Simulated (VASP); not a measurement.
NaH:

```
Na H
1.0
     0.00000    2.39751    2.39751
     2.39751    0.00000    2.39751
     2.39751    2.39751    0.00000
Na H
1 1
Direct
  0.00000 0.00000 0.00000
  0.50000 0.50000 0.50000
```

Program: VASP 6.6.1. Alike in all runs: task single point; no spin polarisation; cell as given; smearing gaussian 0.01 eV.

Problem. Order these runs on this cell by their band gap on the k mesh, lowest first.
A. level HSE06; potentials or basis VASP PAW PBE potentials, release 64 (Na_pv, H); k mesh 4 × 4 × 4; cutoff (eV) 400; grid for exact exchange (PRECFOCK) Normal; screening parameter 0.2079 1/Å
B. level PBEsol; potentials or basis VASP PAW PBE potentials, release 64 (Na_pv, H); k mesh 6 × 6 × 6, shifted; cutoff (eV) 500
C. level r2SCAN; potentials or basis VASP PAW PBE potentials, release 64 (Na_pv, H); k mesh 6 × 6 × 6; cutoff (eV) 550
D. level PBEsol; potentials or basis VASP PAW PBE potentials, release 64 (Na_pv, H); k mesh 6 × 6 × 6; cutoff (eV) 500
E. level LDA; potentials or basis VASP PAW LDA potentials, release 64 (Na_pv, H); k mesh 4 × 4 × 4; cutoff (eV) 500

Solution. E (3.44 eV), D (3.65 eV), B (3.88 eV), C (4.46 eV), A (4.84 eV).

Caveats: some runs use coarse meshes.

A k mesh can miss the band edges.
